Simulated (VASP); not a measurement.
A run of VASP 6.6.1:

The input INCAR:

```
SYSTEM = ZrC
ALGO = Normal
EDIFF = 1E-7
ENCUT = 520
ISIF = 2
ISMEAR = -1
LASPH = .True.
LCHARG = .False.
LREAL = .False.
LWAVE = .False.
NBANDS = 24
NELM = 80
PREC = Accurate
SIGMA = 0.05
```

The input KPOINTS:

```
k-points
0
Gamma
  9 9 5
  0 0 0
```

POSCAR

```
ZrC
1.0
    3.4139370341      0.0000000000      0.0000000000
   -1.7069685171      2.9565561985      0.0000000000
    0.0000000000      0.0000000000      5.3250874846
Zr C
2 2
Direct
    0.6666666667      0.3333333333      0.7500000000
    0.3333333333      0.6666666667      0.2500000000
    0.0000000000      0.0000000000      0.5000000000
    0.0000000000      0.0000000000      0.0000000000
```

Potentials or basis: VASP PAW LDA potentials, release 64 (Zr_sv, C).

Launch:

```bash
$ cat potpaw_LDA.64/Zr_sv/POTCAR potpaw_LDA.64/C/POTCAR > POTCAR
$ mpirun -np 1 vasp_std > vasp.out
```

Hardware: 1 thread of Intel(R) Xeon(R) 6975P-C (Granite Rapids), with other jobs on the host.

Q: How long does it take, and how much memory?

A: It took 23 s on 1 thread of Intel(R) Xeon(R) 6975P-C (Granite Rapids) (shared host), peak memory 0.17 GiB. Counts: scf iterations 15, k points 36.
